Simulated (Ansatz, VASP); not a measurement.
## TiSnTe3: VASP beside Ansatz

The input INCAR:

```
SYSTEM = TiSnTe3
ALGO = Normal
EDIFF = 1E-6
EDIFFG = -0.04
ENCUT = 600
GGA = PE
IBRION = 2
ISIF = 3
ISMEAR = 0
LASPH = .True.
LCHARG = .False.
LREAL = .False.
LWAVE = .False.
NELM = 100
NSW = 90
PREC = Accurate
SIGMA = 0.1
```

KPOINTS

```
k-points
0
Gamma
  4 4 4
  0 0 0
```

File POSCAR:

```
TiSnTe3
1.0
    5.2443586700      0.0000000000      0.0000000000
    0.0000000000      5.2443586700      0.0000000000
    0.0000000000      0.0000000000      5.2443586700
Ti Sn Te
1 1 3
Direct
    0.0000000000      0.0000000000      0.0000000000
    0.5000000000      0.5000000000      0.5000000000
    0.0000000000      0.5000000000      0.5000000000
    0.5000000000      0.5000000000      0.0000000000
    0.5000000000      0.0000000000      0.5000000000
```

Input for Ansatz:

```yaml
crystal:
  lattice:
    - [5.24435867, 0.0, 0.0]
    - [0.0, 5.24435867, 0.0]
    - [0.0, 0.0, 5.24435867]
  atoms:
    - { symbol: Ti, position: [0.0, 0.0, 0.0] }
    - { symbol: Sn, position: [0.5, 0.5, 0.5] }
    - { symbol: Te, position: [0.0, 0.5, 0.5] }
    - { symbol: Te, position: [0.5, 0.5, 0.0] }
    - { symbol: Te, position: [0.5, 0.0, 0.5] }
basis:
  ecutwfc: 420
kpoints:
  mp_grid: { grid: [4, 4, 4] }
hamiltonian:
  xc: pbe
scf:
  occupations: { method: gaussian, width: 0.1 }
  lower_state_search: "off"
output:
  forces: true
  stress: true
  eigenvalues: true
relax:
  adjacent_minimum: "off"
  f_tol: 0.04
  max_steps: 70
  cell: { stress_tol: 0.4 }
```

Change from the starting cell: species swapped into the EuBPd3 type (Pm-3m, No. 221).

Alike in both runs: task relaxation of cell and atoms; functional PBE; k mesh 4 × 4 × 4; occupations gaussian, width 0.1 eV; no spin polarisation.

|  | VASP | Ansatz |
| --- | --- | --- |
| version | VASP 6.6.1 | Ansatz 0.2.0 |
| potentials or method | VASP PAW PBE potentials, release 64 (Ti_sv, Sn_d, Te), cutoff 600 eV | scalar-relativistic, plane waves, PAW |
| valence electrons in the cell | 44 | 74 |

VASP gave:

- gap on the k mesh at the Fermi level, each at its own relaxed structure (eV): none
- relaxed volume (Å³/atom): 35.36
- relaxed cell length with the largest relative difference (Å): 5.613

Problem. Estimate Ansatz's values.

Solution. gap on the k mesh at the Fermi level, each at its own relaxed structure (eV): none; relaxed volume (Å³/atom): 35.28; relaxed cell length with the largest relative difference (Å): 5.608.

A gap of «none» marks a metal or a gap that the smearing closes. VASP's potentials hold 44 valence electrons a cell and Ansatz's 74, so a difference there can come from the potentials and not from the codes.

Spin-orbit coupling is off throughout. Noted on VASP's run: the volume moved by over 15 % at a fixed basis, so the end points are rough; too few bands were computed for a metal, which touches its energy and stress.
